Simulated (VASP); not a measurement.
# Ba (P6_3/mmc) in VASP: further runs

The runs below take Ba through single point, with PBEsol.

All numbers are computed with VASP 6.6.1; they aren't measurements. Logs are shortened: lines on timing, memory, paths and dates and some standing lists are left out, and cuts for length are marked.

### Step 1. The cell of the first run

It takes space group P6_3/mmc (No. 194, hexagonal). The conventional cell has a = 3.273 Å, b = 3.273 Å, c = 5.006 Å, α = 90.00°, β = 90.00°, γ = 120.00°. Within 4.1 Å of Ba (site symmetry -6m2) lie 12 Ba at 3.14 to 3.27 Å.

This isn't the form of Ba at room conditions, which is bcc.

### Step 2. Single point, PBEsol

INCAR

```
PREC = Accurate
ENCUT = 520
EDIFF = 1E-6
ISMEAR = -1
SIGMA = 0.08
LREAL = False
LASPH = True
NELM = 100
ALGO = Normal
ISIF = 2
LWAVE = False
LCHARG = False
GGA = PS
NBANDS = 17
```

KPOINTS

```
regular mesh
0
Gamma
  10 10 6
```

POSCAR

```
Ba
1.0
    3.2732794877      0.0000000000      0.0000000000
   -1.6366397439      2.8347431901      0.0000000000
    0.0000000000      0.0000000000      5.0064716199
Ba
2
Direct
    0.3333333333      0.6666666667      0.2500000000
    0.6666666667      0.3333333333      0.7500000000
```

Potentials or basis: VASP PAW PBE potentials, release 64 (Ba_sv).

The run is started by

```
> cat potpaw_PBE.64/Ba_sv/POTCAR > POTCAR
> mpirun -np 1 vasp_std > vasp.out
```

OUTCAR:

```text
PREC = Accurate
   ENCUT = 520
   EDIFF = 1E-6
   ISMEAR = -1
   LREAL = False
   LASPH = True
   NELM = 100
   ISIF = 2
   GGA = PS

 ion  position               nearest neighbor table
   1  0.333  0.667  0.250-   2 3.14   2 3.14   2 3.14   2 3.14   2 3.14   2 3.14   2 4.53   2 4.53
                             2 4.53   2 4.53   2 4.53   2 4.53
   2  0.667  0.333  0.750-   1 3.14   1 3.14   1 3.14   1 3.14   1 3.14   1 3.14   1 4.53   1 4.53
                             1 4.53   1 4.53   1 4.53   1 4.53

  LATTYP: Found a hexagonal cell.
 ALAT       =     3.2732794877
 C/A-ratio  =     1.5294971415

  Lattice vectors:

 A1 = (   3.2732794877,   0.0000000000,   0.0000000000)
 A2 = (  -1.6366397439,   2.8347431901,   0.0000000000)
 A3 = (   0.0000000000,   0.0000000000,   5.0064716199)

Analysis of symmetry for initial positions (statically):
=====================================================================
 Subroutine PRICEL returns:
 Original cell was already a primitive cell.

 Routine SETGRP: Setting up the symmetry group for a
 hexagonal supercell.

 Subroutine GETGRP returns: Found 24 space group operations
 (whereof 12 operations were pure point group operations)
 out of a pool of 24 trial point group operations.

The static configuration has the point symmetry D_3d.
 The point group associated with its full space group is D_6h.

Analysis of symmetry for dynamics (positions and initial velocities):
=====================================================================
 Subroutine PRICEL returns:
 Original cell was already a primitive cell.

 Routine SETGRP: Setting up the symmetry group for a
 hexagonal supercell.

 Subroutine GETGRP returns: Found 24 space group operations
 (whereof 12 operations were pure point group operations)
 out of a pool of 24 trial point group operations.

The dynamic configuration has the point symmetry D_3d.
 The point group associated with its full space group is D_6h.

 Subroutine INISYM returns: Found 24 space group operations
 (whereof 12 operations are pure point group operations),
 and found     1 'primitive' translations

----------------------------------------------------------------------------------------

                                     Primitive cell

  volume of cell :      46.4546

  direct lattice vectors                    reciprocal lattice vectors
     3.273279488  0.000000000  0.000000000     0.305504007  0.176382821  0.000000000
    -1.636639744  2.834743190  0.000000000     0.000000000  0.352765642  0.000000000
     0.000000000  0.000000000  5.006471620     0.000000000  0.000000000  0.199741470

  length of vectors
     3.273279488  3.273279488  5.006471620     0.352765642  0.352765642  0.199741470

  position of ions in fractional coordinates (direct lattice)
     0.333333333  0.666666667  0.250000000
     0.666666667  0.333333333  0.750000000

  ion indices of the primitive-cell ions
   primitive index   ion index
                 1           1
                 2           2

----------------------------------------------------------------------------------------

 KPOINTS: regular mesh

Automatic generation of k-mesh.
 Grid dimensions read from file:
 generate k-points for:   10   10    6

 Generating k-lattice:

  Cartesian coordinates                     Fractional coordinates (reciprocal lattice)
     0.030550401  0.017638282  0.000000000     0.100000000 -0.000000000  0.000000000
     0.000000000  0.035276564  0.000000000     0.000000000  0.100000000  0.000000000
     0.000000000  0.000000000  0.033290245     0.000000000  0.000000000  0.166666667

  Length of vectors
     0.035276564  0.035276564  0.033290245

  Shift w.r.t. Gamma in fractional coordinates (k-lattice)
     0.000000000  0.000000000  0.000000000

 Subroutine IBZKPT returns following result:
 ===========================================

 Found     56 irreducible k-points:

 Following reciprocal coordinates:
            Coordinates               Weight
  0.000000  0.000000  0.000000      1.000000
  0.100000  0.000000  0.000000      6.000000
  0.200000  0.000000  0.000000      6.000000
  0.300000 -0.000000  0.000000      6.000000
  0.400000  0.000000  0.000000      6.000000
  0.500000  0.000000  0.000000      3.000000
[... 16 lines left out ...]
  0.300000  0.100000  0.166667     24.000000
  0.400000  0.100000  0.166667     24.000000
 [... further k-points ...]
   k-points           NKPTS =     56   k-points in BZ     NKDIM =     56   number of bands    NBANDS=     17
   number of dos      NEDOS =    301   number of ions     NIONS =      2
   total plane-waves  NPLWV =  23040
   dimension x,y,z NGX =    24 NGY =   24 NGZ =   40
   dimension x,y,z NGXF=    48 NGYF=   48 NGZF=   80
   ions per type =               2
   NGX,Y,Z   is equivalent  to a cutoff of  12.19, 12.19, 13.28 a.u.
   NGXF,Y,Z  is equivalent  to a cutoff of  24.38, 24.38, 26.56 a.u.
 SYSTEM =  unknown system
   PREC   = accura    normal or accurate (medium, high low for compatibility)
   ISTART =      0    job   : 0-new  1-cont  2-samecut
   ICHARG =      2    charge: 1-file 2-atom 10-const
   ISPIN  =      1    spin polarized calculation?
   LNONCOLLINEAR =      F non collinear calculations
   LSORBIT =      F    spin-orbit coupling
   LASPH  =      T    aspherical Exc in radial PAW
   ENCUT  =  520.0 eV  38.22 Ry    6.18 a.u.   6.09  6.09  9.31*2*pi/ulx,y,z
   NELM   =    100;   NELMIN=  2; NELMDL= -5     # of ELM steps
   EDIFF  = 0.1E-05   stopping-criterion for ELM
   LREAL  =      F    real-space projection
   EDIFFG = 0.1E-04   stopping-criterion for IOM
   NSW    =      0    number of steps for IOM
   IBRION =     -1    ionic relax: 0-MD 1-quasi-New 2-CG
   NFREE  =      0    steps in history (QN), initial steepest desc. (CG)
   ISIF   =      2    stress and relaxation
   ISYM   =      2    0-nonsym 1-usesym 2-fastsym
   POTIM  = 0.5000    time-step for ionic-motion
   TEBEG  =    0.0;   TEEND  =   0.0 temperature during run
   PSTRESS=    0.0 pullay stress
   NELECT =      20.0000    total number of electrons
   NUPDOWN=      -1.0000    fix difference up-down
   EMIN   =  10.00;   EMAX   =-10.00  energy-range for DOS
   EFERMI =   0.00;   METHOD = LEGACY
   ISMEAR =    -1;   SIGMA  =   0.08  broadening in eV -4-tet -1-fermi 0-gaus
   EFERMI_NEDOS =   21; number of points for ismear=-14 and -15
   IALGO  =     38    algorithm
   IMIX   =      4    mixing-type and parameters
     AMIX     =   0.40;   BMIX     =  1.00
     AMIX_MAG =   1.60;   BMIX_MAG =  1.00
  volume/ion in A,a.u.               =      23.23       156.75
  Fermi-wavevector in a.u.,A,eV,Ry     =   1.236162  2.336007 20.791007  1.528096
  Thomas-Fermi vector in A             =   2.370782
   LORBIT       =      0    0 simple, 1 ext, 2 COOP (PROOUT), +10 PAW based schemes
   GGA     = PS    functional components
   LHFCALC =     F    Hartree Fock is set to
   AEXX    =    0.0000 exact exchange contribution
   IVDW    =     0    specifies the selected vdW correction
   LEPSILON=     F    determine dielectric tensor
   LRPA    =     F    only Hartree local field effects (RPA)
 non-spin polarized calculation
  energy-cutoff  :      520.00
  volume of cell :       46.45
 maximum number of plane-waves:      1276
   NGX = 13   NGY = 13   NGZ = 19

 number of electron      20.0000001 magnetization

 Free energy of the ion-electron system (eV)
  ---------------------------------------------------
  ext. energy  EPLUGINS =         0.00000000
  ---------------------------------------------------
  free energy    TOTEN  =        -0.74423442 eV

  energy without entropy =       -0.70420825  energy(sigma->0) =       -0.72422134

 E-fermi :   7.1288     XC(G=0): -11.5451

 val. band max:        7.1142761923   @ k =   0.1000   0.0000   0.1667
 cond. band min:       7.1326829182   @ k =   0.3000   0.2000   0.3333
 fundamental gap:      0.0184067260
 Fermi energy:         7.1287939447

 k-point     1 :       0.0000    0.0000    0.0000
  band No.  band energies     occupation
      1     -22.7906      2.00000
      2     -20.9655      2.00000
      3     -10.1427      2.00000
      4      -5.2999      2.00000
      5      -5.2999      2.00000
      6      -4.3047      2.00000
[... 9 lines left out ...]
     16      11.0457      0.00000
     17      11.0457      0.00000

 k-point     2 :       0.1000    0.0000    0.0000
  band No.  band energies     occupation
      1     -22.6928      2.00000
      2     -20.9233      2.00000
      3     -10.0102      2.00000
      4      -5.8445      2.00000
      5      -5.4783      2.00000
      6      -4.7747      2.00000
[... 9 lines left out ...]
     16      10.7249      0.00000
     17      11.0261      0.00000

 k-point     3 :       0.2000    0.0000    0.0000
  band No.  band energies     occupation
      1     -22.4161      2.00000
      2     -20.8203      2.00000
      3      -9.6238      2.00000
      4      -7.0466      2.00000
      5      -5.8720      2.00000
      6      -5.8583      2.00000
[... 9 lines left out ...]
     16      11.9537      0.00000
     17      12.1832      0.00000

 k-point     4 :       0.3000   -0.0000    0.0000
  band No.  band energies     occupation
      1     -22.0149      2.00000
      2     -20.7237      2.00000
      3      -9.0235      2.00000
      4      -8.2646      2.00000
      5      -7.0246      2.00000
      6      -6.2752      2.00000
[... 9 lines left out ...]
     16      12.4978      0.00000
     17      14.1538      0.00000
[... 343 lines left out ...]
      1     -22.0836      2.00000
      2     -20.8629      2.00000
      3      -9.1589      2.00000
      4      -7.4276      2.00000
      5      -7.0419      2.00000
      6      -6.0565      2.00000
[... 9 lines left out ...]
     16      12.4008      0.00000
     17      13.5217      0.00000

 k-point    23 :       0.3000    0.1000    0.1667
  band No.  band energies     occupation
      1     -21.6820      2.00000
      2     -20.7763      2.00000
      3      -9.1627      2.00000
      4      -8.1444      2.00000
      5      -7.5635      2.00000
      6      -6.5714      2.00000
[... 9 lines left out ...]
     16      13.6947      0.00000
     17      15.2581      0.00000

 k-point    24 :       0.4000    0.1000    0.1667
  band No.  band energies     occupation
      1     -21.3523      2.00000
      2     -20.7865      2.00000
      3      -9.5018      2.00000
      4      -8.5194      2.00000
      5      -7.4886      2.00000
      6      -6.7200      2.00000
[... 9 lines left out ...]
     16      15.7466      0.00000
     17      16.4354      0.00000

 [... further k-points ...]

------------------------ aborting loop because EDIFF is reached ----------------------------------------

  FORCE on cell =-STRESS in cart. coord.  units (eV):
  Direction    XX          YY          ZZ          XY          YZ          ZX
  --------------------------------------------------------------------------------------
  -------------------------------------------------------------------------------------
  Total       10.5732608     10.5732608     11.2641346     -0.0000000     -0.0000000      0.0000000
  in kB      364.6623787    364.6623787    388.4899996     -0.0000000     -0.0000000      0.0000000
  external PRESSURE =     372.6049190 kB  Pullay stress =       0.0000000 kB

 VOLUME and BASIS-vectors are now :
 -----------------------------------------------------------------------------
  energy-cutoff  :      520.00
  volume of cell :       46.45
      direct lattice vectors                 reciprocal lattice vectors
     3.273279488  0.000000000  0.000000000     0.305504007  0.176382821  0.000000000
    -1.636639744  2.834743190  0.000000000     0.000000000  0.352765642  0.000000000
     0.000000000  0.000000000  5.006471620     0.000000000  0.000000000  0.199741470

 POSITION                                       TOTAL-FORCE (eV/Angst)
 -----------------------------------------------------------------------------------
     -0.00000      1.88983      1.25162         0.000000     -0.000000      0.000000
      1.63664      0.94491      3.75485        -0.000000      0.000000      0.000000
 -----------------------------------------------------------------------------------
    total drift:                               -0.000000      0.000000     -0.000000

  FREE ENERGIE OF THE ION-ELECTRON SYSTEM (eV)
  ---------------------------------------------------
  free  energy   TOTEN  =        -0.7442344239 eV

  energy  without entropy=       -0.7042082530  energy(sigma->0) =       -0.72422134
```

Run time: 12 s. Hardware: 1 thread of Intel Xeon 6975P-C (Granite Rapids), shared host; peak memory 0.18 GiB.

Results:

```yaml
Free_energy: -0.7442 eV
Pressure: 37.3 GPa
Band_gap_on_the_k_mesh: zero (bands 10 and 11 overlap by 1.74 eV)
```

Levels at points of the mesh, in eV from the Fermi level:
```tsv
k point	band 8	band 9	band 10	band 11	band 12	band 13
(0.00, 0.00, 0.00)	-10.91	-2.32	-0.77	1.78	1.78	2.92
(0.50, 0.00, 0.00)	-11.95	-3.31	-1.31	-0.40	1.13	5.10
(0.00, 0.00, 0.50)	-11.95	-0.79	-0.79	1.55	1.55	1.55
(0.50, 0.00, 0.50)	-12.66	-2.16	-2.16	-0.71	-0.71	4.78
```

Caveat: the cell stands under pressure; the PAW data sets were made with another functional, which shifts forces and pressure a little; spin-orbit coupling is left out, which moves the levels of the heavy elements.

[end of part 1 of 3]

The gap in the log of VASP goes by the Fermi energy; the results here count the filled bands.